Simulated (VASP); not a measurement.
Here is a VASP 6.6.1 calculation.

INCAR

```
SYSTEM = SnO
ALGO = Normal
EDIFF = 1E-6
ENCUT = 520
GGA = PS
ISIF = 2
ISMEAR = 0
LASPH = .TRUE.
LCHARG = .FALSE.
LREAL = .FALSE.
LWAVE = .FALSE.
NBANDS = 28
NELM = 80
PREC = Accurate
SIGMA = 0.05
```

KPOINTS

```
k-points
0
G
  8 6 6
  0 0 0
```

The input POSCAR:

```
SnO
1.0
    3.3550050000      0.0000000000      0.0000000000
    0.0000000000      5.6741040000      0.0000000000
    0.0000000000      0.0000000000      4.2219700000
Sn O
2 2
Direct
    0.0215107827      0.2446279744      0.5302376278
    0.5215107827      0.7808099744      0.0302376278
    0.0000000000      0.8912500000      0.7368570000
    0.5000000000      0.1087500000      0.2368570000
```

Potentials or basis: VASP PAW PBE potentials, release 64 (Sn_d, O).

The run is started by

```sh
$ cat potpaw_PBE.64/Sn_d/POTCAR potpaw_PBE.64/O/POTCAR > POTCAR
$ mpirun -np 1 vasp_std > vasp.out
```

Question: Estimate the band gap on the k mesh.

Answer: 1.27 eV (least direct gap 1.79 eV).

Question: What does it give for the largest force?

Answer: 1.169 eV/Å.

Question: What does it give for the pressure?

Answer: -3.5 GPa.

Forces on the atoms (eV/Å):
```
Sn  -0.228 -1.032 -0.440
Sn  -0.323 -0.332 -0.436
O    0.341  0.447  0.181
O    0.210  0.917  0.694
```

Caveat: the cell differs from its parent crystal (all Sn atoms moved +0.125 Å, as atom 1 along Cartesian [1 1 1]); the cell stands under tension; the PAW data sets were made with another functional, which shifts forces and pressure a little; spin-orbit coupling is left out, which moves the levels of the heavy elements. A k mesh can miss the band edges.
